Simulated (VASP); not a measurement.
Runs of VASP 6.6.1 on KCoF3. It takes space group Pm-3m (No. 221, cubic). The conventional cell has a = 4.071 Å, b = 4.071 Å, c = 4.071 Å, α = 90.00°, β = 90.00°, γ = 90.00°. K (site symmetry m-3m) has 12 F at 2.88 Å and 8 Co at 3.53 Å within 3.8 Å. F (site symmetry 4/mmm) has 2 Co at 2.04 Å within 2.7 Å. Co (site symmetry m-3m) has 6 F at 2.04 Å within 2.7 Å. 

| smearing | gap on the mesh (eV) | pressure (GPa) | moment (μB) |
| --- | --- | --- | --- |
| fermi-dirac 0.02 eV | none | -7.7 | 3.00 |
| tetrahedron | none | -7.8 | 3.00 |
| fermi-dirac 0.1 eV | none | (a) | 3.00 |
| fermi-dirac 0.003 eV | none | -7.7 | 3.00 |

Alike in all rows: task single point; level LDA+U; potentials or basis VASP PAW LDA potentials, release 64 (K_sv, F, Co); spin collinear, ferromagnetic start; Co d U = 3.32 eV; cell as given; k mesh 5 × 5 × 5; cutoff (eV) 520.

Problem. Estimate the missing entries.

Solution. (a) -7.5.

Caveats: a cell with one magnetic atom can't hold antiferromagnetic order, which such compounds often take; tetrahedron occupations give inexact forces and stress in metals (some runs).

A gap of «none» marks levels without a gap at the run's occupations.
